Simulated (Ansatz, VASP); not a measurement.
**Zr2B3: VASP beside Ansatz**

```
Zr B
1.0
     3.69642    0.00000    0.00000
    -1.84821    3.20120    0.00000
     0.00000    0.00000    5.11077
Zr B
2 3
Direct
  0.33333 0.66667 0.50000
  0.66667 0.33333 0.50000
  0.00000 0.00000 0.74045
  0.00000 0.00000 0.25955
  0.00000 0.00000 0.00000
```

Alike in both runs: task single point; functional PBE; k mesh 6 × 6 × 4; occupations gaussian, width 0.1 eV; no spin polarisation.

```csv
,VASP,Ansatz
version,VASP 6.6.1,Ansatz 0.2.0
potentials or method,"VASP PAW PBE potentials, release 64 (Zr_sv, B), cutoff 520 eV","scalar-relativistic, plane waves, PAW"
valence electrons in the cell,33,33
```

Ansatz gave:

```
gap on the k mesh at the Fermi level (eV) : none
rms of the force components (eV/Å)        : 4.130
```

Task: Estimate VASP's values.

Result: gap on the k mesh at the Fermi level (eV): none; rms of the force components (eV/Å): 4.142.

Atom by atom the forces differ by 0.011 eV/Å (rms over components). A gap of «none» marks a metal or a gap that the smearing closes. With one functional, cell and mesh, what is left measures potentials, basis and numerics.
